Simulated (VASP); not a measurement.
Here is a VASP 6.6.1 calculation.

Contents of INCAR:

```
PREC = Accurate
ENCUT = 520
EDIFF = 1E-6
ISMEAR = -1
SIGMA = 0.05
LREAL = Auto
LASPH = T
NELM = 100
ALGO = Normal
ISIF = 2
LWAVE = F
LCHARG = T
LELF = T
LVHAR = T
NBANDS = 192
```

KPOINTS

```
Automatic mesh
0
Gamma
  1 1 1
```

POSCAR

```
Cu8Ag7F24
1.0
   -5.8754680000     -5.7739940000      0.0000000000
    5.6415010000     -5.7739940000      0.0000000000
    0.0369590000      0.0764190000      8.1999400000
Cu Ag F
8 7 24
Direct
    0.2829293458      0.2005327949     -0.0260733615
    0.2492128362      0.7247524845     -0.0121708208
    0.2509465678      0.2205059006      0.5098695844
    0.2677019106      0.6923938486      0.4879303995
    0.7656410765      0.7737114263      0.0001585377
    0.7693441558      0.2260067225      0.0281343522
    0.6753985084      0.7905692343      0.5272111747
    0.7684008283      0.2482963500      0.5208574697
   -0.0454447723      0.4858942908      0.8067741959
    0.9688850912      0.6120899630      0.2583189633
    0.5131233488      0.5456284820      0.7894204104
    0.4913604937      0.4799413021      0.1294277763
    0.4753150422      0.0111385903      0.2640751030
    0.0176866375      0.9337311920      0.6946026434
    1.0491919658      0.0630284827      0.2467213175
    0.7451410531      0.5492391468      1.0016292802
    0.2832934748      0.5103934803     -0.0596223875
    1.0062861613      0.7075798263     -0.0110976422
    0.0052946174      0.2354069065      1.0352026966
    0.7391758881      0.4800970306      0.5204794181
    0.2595944851      0.4559726805      0.4970036366
   -0.0740303807      0.7486395506      0.4866499023
    1.0199329794      0.2080951993      0.4792961900
    0.2164207314      0.2051255682      0.7564323641
    0.6148704634      0.8186769605      0.3296853392
    0.1985878868      0.7232830394      0.7547494250
    0.7280922608      0.2294498055      0.2635750993
    0.2635624167     -0.0461174052      0.9909340800
    0.8119497560      0.9915650969      0.0181098886
    0.5300102252      0.2363782754      0.0251587207
    0.5486424295      0.7940197697      0.9948243524
    0.2376797757      0.9620437447      0.4710400320
    0.7949707432      0.0267944580      0.5753456733
    0.4839035821      0.2182350822      0.5083085974
    0.4759933819      0.7433431708      0.6064190714
    0.7540692880      0.7667930320      0.7426151899
    0.2961491677      0.2065390927      0.2279406922
    0.7842616885      0.2594541276      0.7682495238
    0.2927671963      0.7323069723      0.2417212809
```

Potentials or basis: VASP PAW LDA potentials, release 64 (Cu, Ag, F).

Command:

```bash
$ cat potpaw_LDA.64/Cu/POTCAR potpaw_LDA.64/Ag/POTCAR potpaw_LDA.64/F/POTCAR > POTCAR
$ mpirun -np 1 vasp_gam > vasp.out
```

Task: What does it give for the pressure?

Result: -6.1 GPa.

Task: What does it give for the largest force?

Result: 4.528 eV/Å.

Forces on the atoms (eV/Å):
```
Cu   0.537  0.439  0.753
Cu   0.793 -1.927  0.138
Cu  -0.883  0.120 -0.364
Cu   1.235 -0.339  0.076
Cu  -0.972 -0.890 -0.262
Cu   0.547 -0.453 -0.435
Cu  -2.825 -1.796  3.049
Cu   0.764  0.322  0.193
Ag  -0.204  0.051 -0.403
Ag   0.374 -0.217  0.332
Ag  -0.493 -0.200 -0.155
Ag   0.407 -0.595  0.869
Ag   1.107 -0.170 -0.474
Ag  -0.142 -0.118  0.022
Ag  -0.235  0.654 -0.073
F   -0.605  0.878  0.406
F   -1.024  1.648  0.434
F    0.883  0.365  0.708
F    0.334 -0.171 -0.351
F   -0.534  0.470 -0.120
F    0.527 -0.440  0.040
F    0.038  0.302 -0.817
F    0.345 -0.695  0.496
F   -0.263 -0.248 -0.056
F   -0.410  0.205 -1.664
F    0.032 -0.128 -0.980
F   -0.491 -0.468  0.422
F    0.636 -0.043  0.301
F   -0.083  0.354  0.131
F   -0.753  0.275 -0.880
F    0.643  1.006  0.324
F   -0.187  0.029  0.286
F    0.513  0.329 -0.805
F    0.149  0.181  0.171
F    0.429  0.707 -0.572
F   -0.055  0.287 -0.398
F    0.073 -0.258 -0.685
F    0.192 -0.340  0.531
F   -0.400  0.871 -0.185
```

Caveat: the k points lie up to 0.78 Å⁻¹ apart, too coarse for converged energies and pressures of a metal; an odd number of electrons without spin polarisation forces a metal; a magnetic or distorted state may lie lower.
